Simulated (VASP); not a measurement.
Input of a VASP 6.6.1 run:

The input INCAR:

```
  PREC = Accurate
  ENCUT = 690
  EDIFF = 1E-6
  ISMEAR = -1
  SIGMA = 0.05
  LREAL = False
  LASPH = True
  NELM = 200
  ALGO = Normal
  ISIF = 2
  LWAVE = False
  LCHARG = True
  ISPIN = 2
  MAGMOM = 1.5 1.5
  LORBIT = 11
  NUPDOWN = 3.0
  LMAXMIX = 4
  GGA = PS
  LELF = True
  LVHAR = True
  NBANDS = 28
  GGA_COMPAT = False
```

File KPOINTS:

```
Automatic mesh
0
Gamma
  10 10 6
```

POSCAR

```
Co
1.0
    2.4719999032      0.0000000000      0.0000000000
   -1.2359999516      2.1408147143      0.0000000000
    0.0000000000      0.0000000000      4.0211440800
Co
2
Direct
    0.6666666667      0.3333333333      0.7500000000
    0.3333333333      0.6666666667      0.2500000000
```

Potentials or basis: VASP PAW PBE potentials, release 64 (Co_sv).

Launch:

```sh
$ cat potpaw_PBE.64/Co_sv/POTCAR > POTCAR
$ mpirun -np 1 vasp_std > vasp.out
```

(1) Predict the pressure.

Results:

(1) -8.5 GPa.

Caveat: the cell stands under tension; the PAW data sets were made with another functional, which shifts forces and pressure a little; the total moment is fixed, so each spin has its own Fermi level and the state may be an excited one.
